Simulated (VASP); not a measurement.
Input of a VASP 6.6.1 run:

Contents of INCAR:

```
SYSTEM = Li
PREC     = Accurate       ! precision mode
ENCUT    = 750            ! plane-wave cutoff, eV
EDIFF    = 1E-6           ! SCF threshold, eV
ISMEAR   = 0              ! smearing method
SIGMA    = 0.1            ! smearing width, eV
LREAL    = .FALSE.        ! projectors in reciprocal space
LASPH    = .TRUE.         ! aspherical terms in the spheres
NELM     = 120            ! most SCF steps
ALGO     = Normal         ! electronic algorithm
ISIF     = 2              ! what is computed and relaxed
LWAVE    = .FALSE.        ! write WAVECAR
LCHARG   = .FALSE.        ! write CHGCAR
GGA      = PS             ! functional
NBANDS   = 10             ! bands
GGA_COMPAT= .FALSE.
```

File KPOINTS:

```
Automatic mesh
0
G
  16 16 16
  0 0 0
```

File POSCAR:

```
Li
1.0
    3.3285041218      0.0000000000      0.0000000000
    0.0000000000      3.3285041218      0.0000000000
    0.0000000000      0.0000000000      3.6385802188
Li
2
Direct
    0.0000000000      0.0000000000      0.0000000000
    0.5000000000      0.5000000000      0.5000000000
```

Potentials or basis: VASP PAW PBE potentials, release 64 (Li_sv).

Run with:

```sh
$ cat potpaw_PBE.64/Li_sv/POTCAR > POTCAR
$ mpirun -np 1 vasp_std > vasp.out
```

**Question.** Predict the band gap on the k mesh.

**Answer.** Zero (bands 3 and 4 overlap by 4.75 eV).

**Question.** Predict the pressure.

**Answer.** -0.1 GPa.

Stress tensor (GPa, compression positive):
```
-0.03  0.00  0.00
 0.00 -0.03  0.00
 0.00  0.00 -0.11
```

Caveat: the cell differs from its parent crystal (biaxial strain in the a-b plane: -3.0 %, then relaxed in part); the PAW data sets were made with another functional, which shifts forces and pressure a little.
